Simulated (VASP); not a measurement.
A run of VASP 6.6.1:

File INCAR:

```
PREC = Accurate ; ENCUT = 520
EDIFF = 1E-6 ; ISMEAR = 0
SIGMA = 0.05 ; LREAL = False
LASPH = True ; NELM = 150
ALGO = Normal ; ISIF = 2
LWAVE = False ; LCHARG = False
ISPIN = 2 ; MAGMOM = 0 0 0 0 0 0 2
LORBIT = 11 ; LDIPOL = True
IDIPOL = 3 ; DIPOL = 0.5 0.5 0.336
GGA = PE ; NBANDS = 28
```

KPOINTS

```
regular mesh
0
Gamma
  9 9 1
```

File POSCAR:

```
Mg3O4
1.0
    3.0085896345      0.0000000000      0.0000000000
    0.0000000000      3.0085896345      0.0000000000
    0.0000000000      0.0000000000     19.7799623498
Mg O
3 4
Direct
    0.5000000000      0.5000000000      0.2022248541
    0.0000000000      0.0000000000      0.3100331121
    0.5000000000      0.5000000000      0.4161289127
    0.0000000000      0.0000000000      0.2022248541
    0.5000000000      0.5000000000      0.3095409237
    0.0000000000      0.0000000000      0.4186035445
    0.0000000000      0.1250000000      0.4912292725
```

Potentials or basis: VASP PAW PBE potentials, release 64 (Mg, O).

Command:

```console
$ cat potpaw_PBE.64/Mg/POTCAR potpaw_PBE.64/O/POTCAR > POTCAR
$ mpirun -np 1 vasp_std > vasp.out
```

Hardware: 1 thread of Intel(R) Xeon(R) Platinum 8559C (Emerald Rapids), with other jobs on the host.

Problem. How long does it take, and how much memory?

Solution. Run time: 4.3 min on 1 thread of Intel(R) Xeon(R) Platinum 8559C (Emerald Rapids), with other jobs on the host, peak memory 0.43 GiB. Counts: scf iterations 33, k points 25.
